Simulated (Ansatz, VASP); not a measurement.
## One calculation of Pt4Au, two programs

```
Au Pt
1.0
     2.80800    0.00000    0.00000
     0.00000    2.80800    0.00000
     0.00000    0.00000   23.94220
Au Pt
1 4
Cartesian
  0.0000 0.0000 8.0597
  1.4040 1.4040 9.9979
  0.0000 0.0000 11.9711
  1.4040 1.4040 13.9443
  0.0000 0.0000 15.8825
```

Alike in both runs: task single point; functional PBE; k mesh 12 × 12 × 1; occupations fermi-dirac, width 0.08 eV; no spin polarisation.

|  | VASP | Ansatz |
| --- | --- | --- |
| version | VASP 6.6.1 | Ansatz 0.2.0 |
| potentials or method | VASP PAW PBE potentials, release 64 (Au, Pt), cutoff 520 eV | all-electron LAPW, scalar-relativistic |

VASP gave:

- rms of the force components (eV/Å): 0.366

What did Ansatz give for the same quantities?

rms of the force components (eV/Å): 0.368.

Atom by atom the forces differ by 0.005 eV/Å (rms over components). Ansatz ran all-electron here, and VASP with PAW potentials.

Spin-orbit coupling is off throughout.
